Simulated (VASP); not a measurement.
**SbAs2: single point with PBE**

SbAs2:

```xyz
3
Lattice="0.0000 3.3976 3.3976 3.3976 0.0000 3.3976 3.3976 3.3976 0.0000" Properties=species:S:1:pos:R:3 pbc="T T T"
Sb    0.0000    0.0000    0.0000
As    1.6988    1.6988    1.6988
As    5.0964    5.0964    5.0964
```

| Quantity | Value |
| --- | --- |
| Program | VASP 6.6.1 |
| Task | single point |
| Functional | PBE |
| Potentials or basis | VASP PAW PBE potentials, release 64 (Sb, As) |
| Cutoff | 520 eV |
| k mesh | 4 × 4 × 4 |
| Occupations | gaussian, width 0.1 eV |
| Spin | no spin polarisation |

* Pressure: 0.0 GPa

Levels at points of the mesh, in eV from the Fermi level:
| k point | band 4 | band 5 | band 6 | band 7 | band 8 | band 9 | band 10 | band 11 | band 12 | band 13 |
| --- | --- | --- | --- | --- | --- | --- | --- | --- | --- | --- |
| (0.00, 0.00, 0.00) | -2.42 | -2.42 | -2.42 | -2.08 | -2.08 | -2.08 | 1.92 | 1.92 | 1.92 | 5.15 |
| (0.50, 0.00, 0.00) | -3.54 | -3.54 | -2.48 | -1.59 | -1.59 | 1.43 | 3.40 | 3.40 | 4.49 | 6.52 |
| (0.50, 0.50, 0.00) | -4.94 | -4.94 | -1.86 | 1.34 | 1.34 | 1.68 | 2.15 | 4.25 | 4.25 | 6.15 |

Run time: 21 s on 1 thread of Intel(R) Xeon(R) Platinum 8259CL CPU @ 2.50GHz (Skylake/Cascade Lake) (shared host), peak memory 0.19 GiB.

Caveat: the k points lie up to 0.40 Å⁻¹ apart; spin-orbit coupling is left out, which moves the levels of the heavy elements.
